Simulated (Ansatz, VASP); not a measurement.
**One calculation of Pt, two programs**

```xyz
1
Lattice="-1.5371 1.5371 1.5839 1.5371 -1.5371 1.5839 1.5371 1.5371 -1.5839" Properties=species:S:1:pos:R:3 pbc="T T T"
Pt    0.0000    0.0000    0.0000
```

Change from the starting cell: strain -0.015 along x and y, +0.015 along z, atoms carried along.

Alike in both runs: task single point; functional PBEsol; k mesh 26 × 26 × 26; occupations gaussian, width 0.15 eV; no spin polarisation.

|  | VASP | Ansatz |
| --- | --- | --- |
| version | VASP 6.6.1 | Ansatz 0.2.0 |
| potentials or method | VASP PAW PBE potentials, release 64 (Pt), cutoff 520 eV | scalar-relativistic, plane waves, PAW |
| valence electrons in the cell | 10 | 18 |

Ansatz gave:

| Item | Value |
| --- | --- |
| gap on the k mesh at the Fermi level (eV) | none |
| pressure (GPa) | 4.5 |
| traceless stress, the component that is largest in VASP (GPa) | 1.97 |

Problem. What did VASP give for the same quantities?

Solution. gap on the k mesh at the Fermi level (eV): none; pressure (GPa): 4.1; traceless stress, the component that is largest in VASP (GPa): 1.98.

VASP's potentials were made for PBE, not for PBEsol. A gap of «none» marks a metal or a gap that the smearing closes. VASP's potentials hold 10 valence electrons a cell and Ansatz's 18, so a difference there can come from the potentials and not from the codes.

Spin-orbit coupling is off throughout.
